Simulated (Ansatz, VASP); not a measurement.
# SiGe4W: VASP beside Ansatz

```xyz
6
Lattice="3.1905 0.0000 0.0000 0.0000 3.1905 0.0000 0.0000 0.0000 10.9794" Properties=species:S:1:pos:R:3 pbc="T T T"
Si    0.0000    0.0000    5.4897
Ge    1.5953    1.5953    4.0228
Ge    1.5953    1.5953    9.5352
Ge    1.5953    1.5953    1.4443
Ge    1.5953    1.5953    6.9566
W     0.0000    0.0000    0.0000
```

Change from the starting cell: species swapped into the MnFeSi4 type (P4/mmm, No. 123).

Alike in both runs: functional PBE; k mesh 12 × 12 × 4; occupations gaussian, width 0.1 eV; no spin polarisation.

Ansatz relaxed the structure, and its values are those at the end. VASP's run is a single point on that final structure, the one shown.

|  | VASP | Ansatz |
| --- | --- | --- |
| version | VASP 6.6.1 | Ansatz 0.2.0 |
| potentials or method | VASP PAW PBE potentials, release 64 (Si, Ge_d, W_sv), cutoff 520 eV | scalar-relativistic, plane waves, PAW |
| valence electrons in the cell | 74 | 74 |

VASP gave:

| Item | Value |
| --- | --- |
| gap on the k mesh at the Fermi level (eV) | none |
| pressure (GPa) | 0.1 |
| rms of the force components (eV/Å) | 0.006 |

**Question.** Estimate Ansatz's values.

**Answer.** gap on the k mesh at the Fermi level (eV): none; pressure (GPa): 0.0; rms of the force components (eV/Å): 0.001.

A gap of «none» marks a metal or a gap that the smearing closes.

Neither program's run includes spin-orbit coupling.
